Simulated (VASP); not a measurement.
# Au in VASP: vibrations by perturbation theory with PBEsol

Aim: the vibrations by perturbation theory of Au with PBEsol.

Everything below comes from runs of VASP 6.6.1. Logs are shortened: lines on timing, memory, paths and dates and some standing lists are left out, and cuts for length are marked.

## Step 1: The cell of the first run

The typed cell holds 2 atoms: a = 2.864 Å, b = 2.864 Å, c = 4.798 Å, α = 90.00°, β = 90.00°, γ = 120.00°.

This isn't the form of Au at room conditions, which is fcc.

## Step 2: Vibrations by perturbation theory, PBEsol

Input file INCAR:

```
PREC     = Accurate       # precision mode
ENCUT    = 520            # plane-wave cutoff, eV
EDIFF    = 1E-8           # SCF threshold, eV
ISMEAR   = -1             # smearing method
SIGMA    = 0.15           # smearing width, eV
LREAL    = False          # projectors in reciprocal space
LASPH    = True           # aspherical terms in the spheres
NELM     = 100            # most SCF steps
ALGO     = Normal         # electronic algorithm
ISIF     = 2              # what is computed and relaxed
LWAVE    = False          # write WAVECAR
LCHARG   = False          # write CHGCAR
GGA      = PS             # functional
NBANDS   = 18             # bands
IBRION   = 8              # ionic algorithm
NSW      = 1              # ionic steps
```

Input file KPOINTS:

```
Automatic mesh
0
Gamma
  16 16 10
```

Input file POSCAR:

```
Au
1.0
    1.4317814687     -2.4799683577      0.0000000000
    1.4317814687      2.4799683577      0.0000000000
    0.0000000000      0.0000000000      4.7983151579
Au
2
Direct
    0.6666493026      0.3333506974      0.2500000000
    0.3333506974      0.6666493026      0.7500000000
```

Potentials or basis: VASP PAW PBE potentials, release 64 (Au).

Launch:

```
$ cat potpaw_PBE.64/Au/POTCAR > POTCAR
$ mpirun -np 1 vasp_std > vasp.out
```

OUTCAR:

```text
PREC = Accurate
   ENCUT = 520
   EDIFF = 1E-8
   ISMEAR = -1
   LREAL = False
   LASPH = True
   NELM = 100
   ISIF = 2
   GGA = PS
   IBRION = 8
   NSW = 1

 ion  position               nearest neighbor table
   1  0.667  0.333  0.250-   2 2.91   2 2.91   2 2.91   2 2.91   2 2.91   2 2.91
   2  0.333  0.667  0.750-   1 2.91   1 2.91   1 2.91   1 2.91   1 2.91   1 2.91

  LATTYP: Found a base centered orthorhombic cell.
 ALAT       =     2.8635629374
 B/A-ratio  =     1.7320858049
 C/A-ratio  =     1.6756450837

  Lattice vectors:

 A1 = (   1.4317814687,  -2.4799683577,   0.0000000000)
 A2 = (   1.4317814687,   2.4799683577,   0.0000000000)
 A3 = (   0.0000000000,   0.0000000000,   4.7983151579)

Analysis of symmetry for initial positions (statically):
=====================================================================
 Subroutine PRICEL returns:
 Original cell was already a primitive cell.

 Routine SETGRP: Setting up the symmetry group for a
 base centered orthorhombic supercell.

 Subroutine GETGRP returns: Found  8 space group operations
 (whereof  4 operations were pure point group operations)
 out of a pool of  8 trial point group operations.

The static configuration has the point symmetry C_2h.
 The point group associated with its full space group is D_2h.

Analysis of symmetry for dynamics (positions and initial velocities):
=====================================================================
 Subroutine PRICEL returns:
 Original cell was already a primitive cell.

 Routine SETGRP: Setting up the symmetry group for a
 base centered orthorhombic supercell.

 Subroutine GETGRP returns: Found  8 space group operations
 (whereof  4 operations were pure point group operations)
 out of a pool of  8 trial point group operations.

The dynamic configuration has the point symmetry C_2h.
 The point group associated with its full space group is D_2h.

 Subroutine INISYM returns: Found  8 space group operations
 (whereof  4 operations are pure point group operations),
 and found     1 'primitive' translations

----------------------------------------------------------------------------------------

                                     Primitive cell

  volume of cell :      34.0755

  direct lattice vectors                    reciprocal lattice vectors
     1.431781469 -2.479968358  0.000000000     0.349215303 -0.201615476  0.000000000
     1.431781469  2.479968358  0.000000000     0.349215303  0.201615476  0.000000000
     0.000000000  0.000000000  4.798315158     0.000000000  0.000000000  0.208406486

  length of vectors
     2.863606333  2.863606333  4.798315158     0.403237062  0.403237062  0.208406486

  position of ions in fractional coordinates (direct lattice)
     0.666649303  0.333350697  0.250000000
     0.333350697  0.666649303  0.750000000

  ion indices of the primitive-cell ions
   primitive index   ion index
                 1           1
                 2           2

----------------------------------------------------------------------------------------

 KPOINTS: Automatic mesh

Automatic generation of k-mesh.
 Grid dimensions read from file:
 generate k-points for:   16   16   10

 Generating k-lattice:

  Cartesian coordinates                     Fractional coordinates (reciprocal lattice)
     0.021825956 -0.012600967  0.000000000     0.062500000  0.000000000  0.000000000
     0.021825956  0.012600967  0.000000000     0.000000000  0.062500000  0.000000000
[... 91 lines left out ...]
  volume of cell :       34.08
 maximum number of plane-waves:       937
 NGX is ok and might be reduce to    24
   NGX = 11   NGY = 11   NGZ = 17

--------------------------------------- Ionic step        1  -------------------------------------------

 number of electron      22.0000004 magnetization

 Free energy of the ion-electron system (eV)
  ---------------------------------------------------
  ext. energy  EPLUGINS =         0.00000000
  ---------------------------------------------------
  free energy    TOTEN  =        -7.85388161 eV

  energy without entropy =       -7.80618797  energy(sigma->0) =       -7.83003479

 E-fermi :   9.2511     XC(G=0): -12.8862

 val. band max:        9.2442624611   @ k =   0.2500   0.2500   0.2000
 cond. band min:       9.2710060811   @ k =   0.1250   0.0000   0.1000
 fundamental gap:      0.0267436200
 Fermi energy:         9.2511427092

 k-point     1 :       0.0000    0.0000    0.0000
  band No.  band energies     occupation
      1      -0.6430      2.00000
      2       1.8598      2.00000
      3       4.4302      2.00000
      4       4.7012      2.00000
      5       4.7015      2.00000
      6       5.0188      2.00000
[... 481 lines left out ...]
      5       4.7850      2.00000
      6       4.9735      2.00000
[... 10 lines left out ...]
     17      27.0451      0.00000
     18      27.1673      0.00000

 [... further k-points ...]

------------------------ aborting loop because EDIFF is reached ----------------------------------------

  FORCE on cell =-STRESS in cart. coord.  units (eV):
  Direction    XX          YY          ZZ          XY          YZ          ZX
  --------------------------------------------------------------------------------------
  -------------------------------------------------------------------------------------
  Total       -0.0589722     -0.0588913     -0.0644795      0.0000000      0.0000000      0.0000000
  in kB       -2.7727841     -2.7689827     -3.0317316      0.0000000      0.0000000      0.0000000
  external PRESSURE =      -2.8578328 kB  Pullay stress =       0.0000000 kB

 VOLUME and BASIS-vectors are now :
 -----------------------------------------------------------------------------
  energy-cutoff  :      520.00
  volume of cell :       34.08
      direct lattice vectors                 reciprocal lattice vectors
     1.431781469 -2.479968358  0.000000000     0.349215303 -0.201615476  0.000000000
     1.431781469  2.479968358  0.000000000     0.349215303  0.201615476  0.000000000
     0.000000000  0.000000000  4.798315158     0.000000000  0.000000000  0.208406486

 POSITION                                       TOTAL-FORCE (eV/Angst)
 -----------------------------------------------------------------------------------
      1.43178     -0.82657      1.19958         0.000000     -0.000085      0.000000
      1.43178      0.82657      3.59874         0.000000      0.000085     -0.000000
 -----------------------------------------------------------------------------------
    total drift:                                0.000000      0.000000     -0.000000

  FREE ENERGIE OF THE ION-ELECTRON SYSTEM (eV)
  ---------------------------------------------------
  free  energy   TOTEN  =        -7.8538816114 eV

  energy  without entropy=       -7.8061879652  energy(sigma->0) =       -7.83003479

[... ionic steps 2 to 3 ...]

--------------------------------------- Ionic step        4  -------------------------------------------

------------------------ aborting loop because EDIFF is reached ----------------------------------------

--------------------------------------- Ionic step        5  -------------------------------------------

------------------------ aborting loop because EDIFF is reached ----------------------------------------

--------------------------------------- Ionic step        6  -------------------------------------------

 Free energy of the ion-electron system (eV)
  ---------------------------------------------------
  ---------------------------------------------------
  free energy    TOTEN  =        -0.31371808 eV

  energy without entropy =       -0.31371808

------------------------ aborting loop because EDIFF is reached ----------------------------------------

 INTERNAL STRAIN TENSOR  FOR ION    1  DIRECTION 3   (eV/Angst):
 -----------------------------------------------------------------------------
    -0.00851  0.00000  0.00000
     0.00000 -0.00852  0.00750
     0.00000  0.00748  0.02610

 INTERNAL STRAIN TENSOR FOR ION    2 for displacements in x,y,z  (eV/Angst):
          X           Y           Z          XY          YZ          ZX
  --------------------------------------------------------------------------------
  x     0.00000     0.00000     0.00000     0.56628     0.00000     0.00000
  y     0.55484    -0.55891    -0.00085     0.00000     0.00000     0.00000
  z     0.00000     0.00000     0.00000     0.00000    -0.00748     0.00000

 SECOND DERIVATIVES (NOT SYMMETRIZED)
 ------------------------------------
               1X          1Y          1Z          2X          2Y          2Z
  1X    -0.581002    0.000000    0.000000    0.581002    0.000000    0.000000
  1Y     0.000000   -0.582487    0.000000    0.000000    0.582487    0.000000
  1Z     0.000000    0.000000   -7.704253    0.000000   -0.000000    7.704253
  2X     0.581002    0.000000    0.000000   -0.581002    0.000000    0.000000
  2Y     0.000000    0.582487    0.000000    0.000000   -0.582487    0.000000
  2Z     0.000000   -0.000000    7.704253    0.000000    0.000000   -7.704253

 Eigenvectors and eigenvalues of the dynamical matrix
 ----------------------------------------------------

   1 f  =    4.372556 THz    27.473578 2PiTHz  145.852759 cm-1    18.083429 meV
             X         Y         Z           dx          dy          dz
      1.431781 -0.826570  1.199579     0.000000    0.000000   -0.707107
      1.431781  0.826570  3.598736     0.000000    0.000000    0.707107
[... 16 lines left out ...]
   5 f  =    0.000000 THz     0.000000 2PiTHz    0.000000 cm-1     0.000000 meV
             X         Y         Z           dx          dy          dz
      1.431781 -0.826570  1.199579     0.000000   -0.000000    0.707107
      1.431781  0.826570  3.598736     0.000000    0.000000    0.707107

   6 f/i=    0.000000 THz     0.000000 2PiTHz    0.000000 cm-1     0.000000 meV
             X         Y         Z           dx          dy          dz
      1.431781 -0.826570  1.199579    -0.363803   -0.606339   -0.000000
      1.431781  0.826570  3.598736    -0.363803   -0.606339    0.000000

--------------------------------------------------------------------------------------------------------

 ELASTIC MODULI CONTR FROM IONIC RELAXATION (kBar)
 Direction    XX          YY          ZZ          XY          YZ          ZX
 --------------------------------------------------------------------------------
 XX         -24.8498     25.0321      0.0380     -0.0000     -0.0000      0.0000
 YY          25.0321    -25.2158     -0.0383      0.0000      0.0000      0.0000
 ZZ           0.0380     -0.0383     -0.0001      0.0000      0.0000      0.0000
 XY          -0.0000      0.0000      0.0000    -25.9514     -0.0000      0.0000
 YZ          -0.0000      0.0000      0.0000     -0.0000     -0.0003      0.0000
 ZX           0.0000      0.0000      0.0000      0.0000      0.0000      0.0000
 --------------------------------------------------------------------------------
```

It took 37 min on 1 thread of Oxide Virtual Turin-like, shared host; peak memory 0.88 GiB.

Results:

| Property | Result |
| --- | --- |
| Highest phonon frequency at Γ | 146 cm⁻¹ |

Phonon frequencies in cm⁻¹ (negative: imaginary):
```csv
q point,frequencies
"(0.000, 0.000, 0.000)",0 0 0 40 40 146
```

Caveat: the PAW data sets were made with another functional, which shifts forces and pressure a little; spin-orbit coupling is left out, which moves the levels of the heavy elements.
